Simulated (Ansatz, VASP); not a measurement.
# One calculation of PdPtS3, two programs

```xyz
5
Lattice="4.6900 0.0000 0.0000 0.0000 4.6900 0.0000 0.0000 0.0000 4.6900" Properties=species:S:1:pos:R:3 pbc="T T T"
Pd    0.0000    0.0000    0.0000
Pt    2.3450    2.3450    2.3450
S     2.3450    0.0000    2.3450
S     2.3450    2.3450    0.0000
S     0.0000    2.3450    2.3450
```

Change from the starting cell: species swapped into the CsHgBr3 type (Pm-3m, No. 221).

Alike in both runs: task single point; functional PBE; k mesh 4 × 4 × 4; occupations gaussian, width 0.1 eV; no spin polarisation.

```csv
,VASP,Ansatz
version,VASP 6.6.1,Ansatz 0.2.0
potentials or method,"VASP PAW PBE potentials, release 64 (Pd, Pt, S), cutoff 520 eV","scalar-relativistic, plane waves, PAW"
valence electrons in the cell,38,54
```

VASP gave:

| Quantity | Value |
| --- | --- |
| gap on the k mesh at the Fermi level (eV) | none |
| pressure (GPa) | 0.2 |

Problem. Estimate Ansatz's values.

Solution. gap on the k mesh at the Fermi level (eV): none; pressure (GPa): 0.4.

A gap of «none» marks a metal or a gap that the smearing closes. With one functional, cell and mesh, what is left measures potentials, basis and numerics. VASP's potentials hold 38 valence electrons a cell and Ansatz's 54, so a difference there can come from the potentials and not from the codes.

Neither program's run includes spin-orbit coupling.
